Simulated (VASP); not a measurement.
Set up this calculation in VASP 6.6.1, as the native input.

| Item | Value |
| --- | --- |
| Task | single point |
| Functional | PBE |
| Potentials or basis | VASP PAW PBE potentials, release 64 (Be, Li_sv) |
| Cutoff | 520 eV |
| k mesh | 5 × 5 × 3 |
| Occupations | gaussian, width 0.15 eV |
| Spin | no spin polarisation |
| Dipole correction | no |
| Further INCAR settings | LREAL = Auto; ALGO = Normal; EDIFF = 1e-07; NBANDS = 32 |

The structure of LiBe16 (a cell with a defect) lies in POSCAR:

```
LiBe16
1.0
   -2.2900000000     -3.9663960000      0.0000000000
    3.4350000000     -1.9831980000      0.0000000000
    0.0000000000      0.0000000000      7.1768600000
Be Li
16 1
Direct
    0.7485448525      0.4044849235     -0.0328054330
    0.4922167044      0.3632338437      0.2196820058
    0.7568474573      0.4940738507      0.4780335690
    0.5205651141      0.4984608767      0.7152395337
    0.5446937537     -0.1681532181      0.0440471181
    0.2478927806      0.8499192045      0.2581440909
    0.4942812815     -0.0186578939      0.5299958478
    0.1755922228      0.7859284397      0.7227258160
    0.1992713951      0.5440574948     -0.0113134435
   -0.0070484480      0.3503598411      0.2395192326
    0.2484189544      0.4889718793      0.4798712808
   -0.0077010144      0.3304482320      0.7224631663
   -0.0123890293     -0.0069242728      0.0252306719
    0.7475604330      0.8664577559      0.2796006889
   -0.0063999894      0.0078599779      0.4960989904
    0.7564718380      0.9106292603      0.7803043392
    0.3594843301      0.1334757251      0.8700629523
```

The input as run:

INCAR

```
PREC = Accurate
ENCUT = 520
EDIFF = 1E-7
ISMEAR = 0
SIGMA = 0.15
LREAL = Auto
LASPH = T
NELM = 80
ALGO = Normal
ISIF = 2
LWAVE = F
LCHARG = F
GGA = PE
NBANDS = 32
```

KPOINTS

```
regular mesh
0
Gamma
  5 5 3
```

Potentials or basis: VASP PAW PBE potentials, release 64 (Be, Li_sv).

Run with:

```sh
$ cat potpaw_PBE.64/Be/POTCAR potpaw_PBE.64/Li_sv/POTCAR > POTCAR
$ mpirun -np 1 vasp_std > vasp.out
```

Results of the run:

```yaml
Largest_force: 0.069 eV/Å
```

Wall time 2.4 min on 1 thread of Intel(R) Xeon(R) 6975P-C (Granite Rapids), with other jobs on the host, peak memory 0.27 GiB.
